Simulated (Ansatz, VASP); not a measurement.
## Two plane-wave programs on KTaO3

The input POSCAR:

```
KTaO3
1.0
    4.0420777500      0.0000000000      0.0000000000
    0.0000000000      4.0420777500      0.0000000000
    0.0000000000      0.0000000000      4.0420777500
K Ta O
1 1 3
Direct
    0.5000000000      0.5000000000      0.5000000000
    0.0000000000      0.0000000000      0.0000000000
    0.5000000000      0.0000000000      0.0000000000
    0.0000000000      0.5000000000      0.0000000000
    0.0000000000      0.0000000000      0.5000000000
```

Contents of INCAR.step1:

```
SYSTEM = KTaO3
PREC = Accurate
ENCUT = 520
ISMEAR = -1
SIGMA = 0.02
LREAL = .False.
LASPH = .True.
NELM = 100
GGA = PE
ALGO = Normal
EDIFF = 1E-4
LWAVE = .True.
LCHARG = .False.
```

Contents of INCAR.step2:

```
SYSTEM = KTaO3
PREC = Accurate
ENCUT = 520
EDIFF = 1E-6
ISMEAR = -1
SIGMA = 0.02
LREAL = .False.
LASPH = .True.
NELM = 100
ALGO = Normal
ISIF = 2
LWAVE = .False.
LCHARG = .False.
METAGGA = R2SCAN
LMIXTAU = .True.
IBRION = 2
NSW = 50
EDIFFG = -0.01
ISTART = 1
```

The input KPOINTS:

```
regular mesh
0
Gamma
  8 8 8
  0 0 0
```

Input for Ansatz:

```yaml
crystal:
  lattice:
    - [4.04207775, 0.0, 0.0]
    - [0.0, 4.04207775, 0.0]
    - [0.0, 0.0, 4.04207775]
  atoms:
    - { symbol: K, position: [0.5, 0.5, 0.5] }
    - { symbol: Ta, position: [0.0, 0.0, 0.0] }
    - { symbol: O, position: [0.5, 0.0, 0.0] }
    - { symbol: O, position: [0.0, 0.5, 0.0] }
    - { symbol: O, position: [0.0, 0.0, 0.5] }
  symmetry: { tolerance: 0.0003 }
hamiltonian:
  xc: r2scan
  pseudopotentials: { kind: paw, azcp: { folder: soft_1 } }
basis:
  ecutwfc: 500
magnetization:
  spin_polarized: false
scf:
  occupations: { method: fermi_dirac, width: 0.02 }
kpoints:
  mp_grid: { grid: [8, 8, 8], shift: [0, 0, 0] }
  band_path:
    path:
      - [0.0, 0.0, 0.0]
      - [0.0, 0.5, 0.0]
      - [0.5, 0.5, 0.0]
      - [0.0, 0.0, 0.0]
      - [0.5, 0.5, 0.5]
      - [0.0, 0.5, 0.0]
      - [0.5, 0.5, 0.5]
      - [0.5, 0.5, 0.0]
    npoints: 10
output:
  forces: true
  stress: true
  eigenvalues: true
  write_potential: true
  elf: true
  volumetric_format: npy
  dos: { e_range: [-12, 8], de: 0.05 }
relax:
  max_steps: 30
```

Alike in both runs: task relaxation of the atoms; functional r2SCAN; k mesh 8 × 8 × 8; occupations fermi-dirac, width 0.02 eV; no spin polarisation.

|  | VASP | Ansatz |
| --- | --- | --- |
| version | VASP 6.6.1 | Ansatz 0.2.0 |
| potentials or method | VASP PAW PBE potentials, release 64 (K_sv, Ta_pv, O), cutoff 520 eV | PAW plane waves |
| valence electrons in the cell | 38 | 40 |

|  | VASP | Ansatz | Ansatz less VASP |
| --- | --- | --- | --- |
| gap on the k mesh at the Fermi level, each at its own relaxed structure (eV) | 2.49 | 2.53 | +0.040 |

VASP's potentials were made for PBE, not for r2SCAN. VASP's potentials hold 38 valence electrons a cell and Ansatz's 40, so a difference there can come from the potentials and not from the codes. Ansatz's warnings: stress scf threshold loose.

Neither program's run includes spin-orbit coupling. Noted on VASP's run: the relaxation stopped at its first step, so nothing moved.
